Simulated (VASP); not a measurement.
# Zr2N (P4_2/mnm) in VASP: single point with PBEsol

Aim: the single point of Zr2N with PBEsol.

Program: VASP 6.6.1. These are calculated values, not measurements. Logs are shortened: lines on timing, memory, paths and dates and some standing lists are left out, and cuts for length are marked.

## Step 1: The cell of the first run

Symmetry: P4_2/mnm, No. 136, tetragonal system. The conventional cell has a = 5.368 Å, b = 5.368 Å, c = 3.275 Å, α = 90.00°, β = 90.00°, γ = 90.00°. Within 3.3 Å of Zr (site symmetry m2m) lie 3 N at 2.25 Å and 11 Zr at 3.10 to 3.27 Å. Within 3.0 Å of N (site symmetry mmm) lie 6 Zr at 2.25 Å.

## Step 2: Single point, PBEsol

INCAR reads:

```
SYSTEM = Zr2N
PREC = Accurate ; ENCUT = 520
EDIFF = 1E-6 ; ISMEAR = 0
SIGMA = 0.1 ; LREAL = .FALSE.
LASPH = .TRUE. ; NELM = 60
ALGO = Normal ; ISIF = 2
LWAVE = .FALSE. ; LCHARG = .TRUE.
GGA = PS ; LELF = .TRUE.
LVHAR = .TRUE. ; NBANDS = 38
```

KPOINTS reads:

```
regular mesh
0
G
  8 8 12
  0 0 0
```

POSCAR reads:

```
Zr2N
1.0
    5.3680254063      0.0000000000      0.0000000000
    0.0000000000      5.3680254063      0.0000000000
    0.0000000000      0.0000000000      3.2748607881
Zr N
4 2
Direct
    0.2961319665      0.2961319665      0.0000000000
    0.7038680335      0.7038680335      0.0000000000
    0.7961319665      0.2038680335      0.5000000000
    0.2038680335      0.7961319665      0.5000000000
    0.0000000000      0.0000000000      0.0000000000
    0.5000000000      0.5000000000      0.5000000000
```

Potentials or basis: VASP PAW PBE potentials, release 64 (Zr_sv, N).

Command:

```console
$ cat potpaw_PBE.64/Zr_sv/POTCAR potpaw_PBE.64/N/POTCAR > POTCAR
$ mpirun -np 1 vasp_std > vasp.out
```

OUTCAR:

```text
SYSTEM = Zr2N
   PREC = Accurate
   ENCUT = 520
   EDIFF = 1E-6
   ISMEAR = 0
   LREAL = .FALSE.
   LASPH = .TRUE.
   NELM = 60
   ISIF = 2
   GGA = PS

 ion  position               nearest neighbor table
   1  0.296  0.296  0.000-   5 2.25   6 2.25   6 2.25   2 3.10   4 3.18   3 3.18   4 3.18   3 3.18
                             4 3.18   4 3.18   3 3.18   3 3.18   2 3.86   2 3.86
   2  0.704  0.704  0.000-   5 2.25   6 2.25   6 2.25   1 3.10   4 3.18   3 3.18   4 3.18   3 3.18
                             3 3.18   3 3.18   4 3.18   4 3.18   1 3.86   1 3.86
   3  0.796  0.204  0.500-   6 2.25   5 2.25   5 2.25   4 3.10   1 3.18   1 3.18   2 3.18   2 3.18
                             2 3.18   2 3.18   1 3.18   1 3.18   4 3.86   4 3.86
   4  0.204  0.796  0.500-   6 2.25   5 2.25   5 2.25   3 3.10   1 3.18   1 3.18   2 3.18   2 3.18
                             1 3.18   1 3.18   2 3.18   2 3.18   3 3.86   3 3.86
   5  0.000  0.000  0.000-   1 2.25   2 2.25   3 2.25   4 2.25   3 2.25   4 2.25
   6  0.500  0.500  0.500-   3 2.25   4 2.25   1 2.25   2 2.25   1 2.25   2 2.25

  LATTYP: Found a simple tetragonal cell.
 ALAT       =     5.3680254063
 C/A-ratio  =     0.6100680493

  Lattice vectors:

 A1 = (   5.3680254063,   0.0000000000,   0.0000000000)
 A2 = (   0.0000000000,   5.3680254063,   0.0000000000)
 A3 = (   0.0000000000,   0.0000000000,   3.2748607881)

Analysis of symmetry for initial positions (statically):
=====================================================================
 Subroutine PRICEL returns:
 Original cell was already a primitive cell.

 Routine SETGRP: Setting up the symmetry group for a
 simple tetragonal supercell.

 Subroutine GETGRP returns: Found 16 space group operations
 (whereof  8 operations were pure point group operations)
 out of a pool of 16 trial point group operations.

The static configuration has the point symmetry D_2h.
 The point group associated with its full space group is D_4h.

Analysis of symmetry for dynamics (positions and initial velocities):
=====================================================================
 Subroutine PRICEL returns:
 Original cell was already a primitive cell.

 Routine SETGRP: Setting up the symmetry group for a
 simple tetragonal supercell.

 Subroutine GETGRP returns: Found 16 space group operations
 (whereof  8 operations were pure point group operations)
 out of a pool of 16 trial point group operations.

The dynamic configuration has the point symmetry D_2h.
 The point group associated with its full space group is D_4h.

 Subroutine INISYM returns: Found 16 space group operations
 (whereof  8 operations are pure point group operations),
 and found     1 'primitive' translations

----------------------------------------------------------------------------------------

                                     Primitive cell

  volume of cell :      94.3674

  direct lattice vectors                    reciprocal lattice vectors
     5.368025406  0.000000000  0.000000000     0.186288239  0.000000000  0.000000000
     0.000000000  5.368025406  0.000000000     0.000000000  0.186288239  0.000000000
     0.000000000  0.000000000  3.274860788     0.000000000  0.000000000  0.305356491

  length of vectors
     5.368025406  5.368025406  3.274860788     0.186288239  0.186288239  0.305356491

  position of ions in fractional coordinates (direct lattice)
     0.296131966  0.296131966  0.000000000
     0.703868034  0.703868034  0.000000000
     0.796131966  0.203868034  0.500000000
     0.203868034  0.796131966  0.500000000
     0.000000000  0.000000000  0.000000000
     0.500000000  0.500000000  0.500000000

  ion indices of the primitive-cell ions
   primitive index   ion index
                 1           1
                 2           2
                 3           3
                 4           4
                 5           5
                 6           6

----------------------------------------------------------------------------------------

 KPOINTS: regular mesh

Automatic generation of k-mesh.
 Grid dimensions read from file:
 generate k-points for:    8    8   12

 Generating k-lattice:

  Cartesian coordinates                     Fractional coordinates (reciprocal lattice)
     0.023286030  0.000000000  0.000000000     0.125000000  0.000000000  0.000000000
     0.000000000  0.023286030  0.000000000     0.000000000  0.125000000  0.000000000
     0.000000000  0.000000000  0.025446374     0.000000000  0.000000000  0.083333333

  Length of vectors
     0.023286030  0.023286030  0.025446374

  Shift w.r.t. Gamma in fractional coordinates (k-lattice)
     0.000000000  0.000000000  0.000000000

 Subroutine IBZKPT returns following result:
 ===========================================

 Found    105 irreducible k-points:

 Following reciprocal coordinates:
            Coordinates               Weight
  0.000000  0.000000  0.000000      1.000000
  0.125000  0.000000  0.000000      4.000000
  0.250000  0.000000  0.000000      4.000000
  0.375000  0.000000  0.000000      4.000000
  0.500000  0.000000  0.000000      2.000000
  0.125000  0.125000  0.000000      4.000000
[... 16 lines left out ...]
  0.375000  0.125000  0.083333     16.000000
  0.500000  0.125000  0.083333      8.000000
 [... further k-points ...]
   k-points           NKPTS =    105   k-points in BZ     NKDIM =    105   number of bands    NBANDS=     38
   number of dos      NEDOS =    301   number of ions     NIONS =      6
   total plane-waves  NPLWV =  38400
   dimension x,y,z NGX =    40 NGY =   40 NGZ =   24
   dimension x,y,z NGXF=    80 NGYF=   80 NGZF=   48
   ions per type =               4   2
   NGX,Y,Z   is equivalent  to a cutoff of  12.39, 12.39, 12.18 a.u.
   NGXF,Y,Z  is equivalent  to a cutoff of  24.78, 24.78, 24.37 a.u.
 SYSTEM =  Zr2N
   PREC   = accura    normal or accurate (medium, high low for compatibility)
   ISTART =      0    job   : 0-new  1-cont  2-samecut
   ICHARG =      2    charge: 1-file 2-atom 10-const
   ISPIN  =      1    spin polarized calculation?
   LNONCOLLINEAR =      F non collinear calculations
   LSORBIT =      F    spin-orbit coupling
   LASPH  =      T    aspherical Exc in radial PAW
   ENCUT  =  520.0 eV  38.22 Ry    6.18 a.u.   9.98  9.98  6.09*2*pi/ulx,y,z
   NELM   =     60;   NELMIN=  2; NELMDL= -5     # of ELM steps
   EDIFF  = 0.1E-05   stopping-criterion for ELM
   LREAL  =      F    real-space projection
   EDIFFG = 0.1E-04   stopping-criterion for IOM
   NSW    =      0    number of steps for IOM
   IBRION =     -1    ionic relax: 0-MD 1-quasi-New 2-CG
   NFREE  =      0    steps in history (QN), initial steepest desc. (CG)
   ISIF   =      2    stress and relaxation
   ISYM   =      2    0-nonsym 1-usesym 2-fastsym
   POTIM  = 0.5000    time-step for ionic-motion
   TEBEG  =    0.0;   TEEND  =   0.0 temperature during run
   PSTRESS=    0.0 pullay stress
   NELECT =      58.0000    total number of electrons
   NUPDOWN=      -1.0000    fix difference up-down
   EMIN   =  10.00;   EMAX   =-10.00  energy-range for DOS
   EFERMI =   0.00;   METHOD = LEGACY
   ISMEAR =     0;   SIGMA  =   0.10  broadening in eV -4-tet -1-fermi 0-gaus
   EFERMI_NEDOS =   21; number of points for ismear=-14 and -15
   IALGO  =     38    algorithm
   IMIX   =      4    mixing-type and parameters
     AMIX     =   0.40;   BMIX     =  1.00
     AMIX_MAG =   1.60;   BMIX_MAG =  1.00
  volume/ion in A,a.u.               =      15.73       106.14
  Fermi-wavevector in a.u.,A,eV,Ry     =   1.391907  2.630323 26.359991  1.937405
  Thomas-Fermi vector in A             =   2.515701
   LORBIT       =      0    0 simple, 1 ext, 2 COOP (PROOUT), +10 PAW based schemes
   GGA     = PS    functional components
   LHFCALC =     F    Hartree Fock is set to
   AEXX    =    0.0000 exact exchange contribution
   IVDW    =     0    specifies the selected vdW correction
   LEPSILON=     F    determine dielectric tensor
   LRPA    =     F    only Hartree local field effects (RPA)
 non-spin polarized calculation
 Gauss-broadening in eV      SIGMA  =   0.10
  energy-cutoff  :      520.00
  volume of cell :       94.37
 maximum number of plane-waves:      2568
 NGX is ok and might be reduce to    40
   NGX = 19   NGY = 19   NGZ = 13

 number of electron      57.9999998 magnetization

 Free energy of the ion-electron system (eV)
  ---------------------------------------------------
  ext. energy  EPLUGINS =         0.00000000
  ---------------------------------------------------
  free energy    TOTEN  =       -61.81631923 eV

  energy without entropy =      -61.80076419  energy(sigma->0) =      -61.80854171

 E-fermi :   9.8614     XC(G=0): -11.9614

 val. band max:        9.8598783798   @ k =   0.3750   0.0000   0.2500
 cond. band min:       9.8772130923   @ k =   0.5000   0.1250   0.2500
 fundamental gap:      0.0173347125
 Fermi energy:         9.8613700728

 k-point     1 :       0.0000    0.0000    0.0000
  band No.  band energies     occupation
      1     -38.6654      2.00000
      2     -38.5085      2.00000
      3     -38.5085      2.00000
      4     -38.4434      2.00000
      5     -17.6912      2.00000
      6     -17.0436      2.00000
[... 30 lines left out ...]
     37      12.8169      0.00000
     38      12.8586      0.00000

 k-point     2 :       0.1250    0.0000    0.0000
  band No.  band energies     occupation
      1     -38.6600      2.00000
      2     -38.5155      2.00000
      3     -38.5056      2.00000
      4     -38.4450      2.00000
      5     -17.6625      2.00000
      6     -17.0350      2.00000
[... 30 lines left out ...]
     37      12.8263      0.00000
     38      13.1563      0.00000
[... 859 lines left out ...]
     37      13.2972      0.00000
     38      13.8296      0.00000

 k-point    24 :       0.5000    0.1250    0.0833
  band No.  band energies     occupation
      1     -38.5830      2.00000
      2     -38.5830      2.00000
      3     -38.4753      2.00000
      4     -38.4753      2.00000
      5     -17.2944      2.00000
      6     -17.2944      2.00000
[... 30 lines left out ...]
     37      13.3431      0.00000
     38      13.3431      0.00000

 [... further k-points ...]

------------------------ aborting loop because EDIFF is reached ----------------------------------------

  FORCE on cell =-STRESS in cart. coord.  units (eV):
  Direction    XX          YY          ZZ          XY          YZ          ZX
  --------------------------------------------------------------------------------------
  -------------------------------------------------------------------------------------
  Total        0.1357669      0.1357669      0.1024335      0.0000000      0.0000000      0.0000000
  in kB        2.3050612      2.3050612      1.7391239      0.0000000      0.0000000      0.0000000
  external PRESSURE =       2.1164154 kB  Pullay stress =       0.0000000 kB

 VOLUME and BASIS-vectors are now :
 -----------------------------------------------------------------------------
  energy-cutoff  :      520.00
  volume of cell :       94.37
      direct lattice vectors                 reciprocal lattice vectors
     5.368025406  0.000000000  0.000000000     0.186288239  0.000000000  0.000000000
     0.000000000  5.368025406  0.000000000     0.000000000  0.186288239  0.000000000
     0.000000000  0.000000000  3.274860788     0.000000000  0.000000000  0.305356491

 POSITION                                       TOTAL-FORCE (eV/Angst)
 -----------------------------------------------------------------------------------
      1.58964      1.58964      0.00000         0.001417      0.001417      0.000000
      3.77838      3.77838      0.00000        -0.001417     -0.001417     -0.000000
      4.27366      1.09437      1.63743         0.001417     -0.001417      0.000000
      1.09437      4.27366      1.63743        -0.001417      0.001417      0.000000
      0.00000      0.00000      0.00000         0.000000     -0.000000      0.000000
      2.68401      2.68401      1.63743         0.000000     -0.000000      0.000000
 -----------------------------------------------------------------------------------
    total drift:                                0.000000     -0.000000     -0.000000

  FREE ENERGIE OF THE ION-ELECTRON SYSTEM (eV)
  ---------------------------------------------------
  free  energy   TOTEN  =       -61.8163192293 eV

  energy  without entropy=      -61.8007641913  energy(sigma->0) =      -61.80854171
```

Wall time 4.2 min (1 thread of Intel Xeon Platinum 8488C (Sapphire Rapids), shared host); peak memory 0.38 GiB.

Results:

```
Free energy            : -61.8163 eV
Pressure               : 0.2 GPa
Band gap on the k mesh : zero (bands 29 and 30 overlap by 2.59 eV)
```

Forces on the atoms (eV/Å):
```
Zr   0.001  0.001  0.000
Zr  -0.001 -0.001  0.000
Zr   0.001 -0.001  0.000
Zr  -0.001  0.001  0.000
N    0.000  0.000  0.000
N    0.000  0.000  0.000
```

Levels at points of the mesh, in eV from the Fermi level:
| k point | band 26 | band 27 | band 28 | band 29 | band 30 | band 31 | band 32 | band 33 | band 34 | band 35 |
| --- | --- | --- | --- | --- | --- | --- | --- | --- | --- | --- |
| (0.00, 0.00, 0.00) | -2.00 | 0.37 | 0.56 | 0.76 | 1.05 | 1.05 | 1.30 | 1.40 | 1.40 | 2.33 |
| (0.50, 0.00, 0.00) | -2.00 | -0.98 | -0.98 | 1.46 | 1.46 | 1.53 | 1.53 | 1.77 | 1.77 | 3.17 |
| (0.50, 0.50, 0.00) | -1.47 | -1.10 | -1.10 | 0.94 | 0.94 | 1.36 | 1.36 | 1.64 | 1.64 | 1.98 |
| (0.00, 0.00, 0.50) | -1.15 | -1.13 | -1.13 | -1.13 | -1.13 | 1.96 | 1.96 | 3.14 | 3.14 | 3.80 |
| (0.50, 0.00, 0.50) | -1.82 | -0.87 | -0.87 | -0.75 | -0.75 | 1.54 | 1.54 | 3.41 | 3.41 | 3.78 |
| (0.50, 0.50, 0.50) | -1.53 | -0.93 | -0.93 | -0.23 | -0.23 | 1.19 | 1.19 | 2.70 | 2.70 | 3.94 |

Caveat: the PAW data sets were made with another functional, which shifts forces and pressure a little.
